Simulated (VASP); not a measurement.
Input of a VASP 6.6.1 run:

File INCAR:

```
SYSTEM = Ba
AGGAC    = 1.0          
AGGAX    = 1.0          
ALDAC    = 0.0          
ALDAX    = 1.0          
ALGO     = Normal         ! electronic algorithm
EDIFF    = 1E-6           ! SCF threshold, eV
ENCUT    = 520            ! plane-wave cutoff, eV
GGA      = B5             ! functional
ISIF     = 2              ! what is computed and relaxed
ISMEAR   = -1             ! smearing method
LASPH    = .TRUE.         ! aspherical terms in the spheres
LCHARG   = .FALSE.        ! write CHGCAR
LREAL    = .FALSE.        ! projectors in reciprocal space
LWAVE    = .FALSE.        ! write WAVECAR
NBANDS   = 11             ! bands
NELM     = 60             ! most SCF steps
PREC     = Accurate       ! precision mode
SIGMA    = 0.05           ! smearing width, eV
```

Contents of KPOINTS:

```
k-points
0
G
  4 4 4
  0 0 0
```

The input POSCAR:

```
Ba
1.0
   -2.5065000000      2.5065000000      2.5065000000
    2.5065000000     -2.5065000000      2.5065000000
    2.5065000000      2.5065000000     -2.5065000000
Ba
1
Direct
    0.0000000000      0.0000000000      0.0000000000
```

Potentials or basis: VASP PAW PBE potentials, release 64 (Ba_sv).

Run with:

```bash
$ cat potpaw_PBE.64/Ba_sv/POTCAR > POTCAR
$ mpirun -np 1 vasp_std > vasp.out
```

Task: Predict the band gap on the k mesh.

Result: Zero (band 5 reaches 2.67 eV, above the bottom of band 6 at 1.56 eV).

Task: Estimate the pressure.

Result: 0.8 GPa.

Caveat: the k points lie up to 0.44 Å⁻¹ apart; the PAW data sets were made with another functional, which shifts forces and pressure a little; spin-orbit coupling is left out, which moves the levels of the heavy elements.
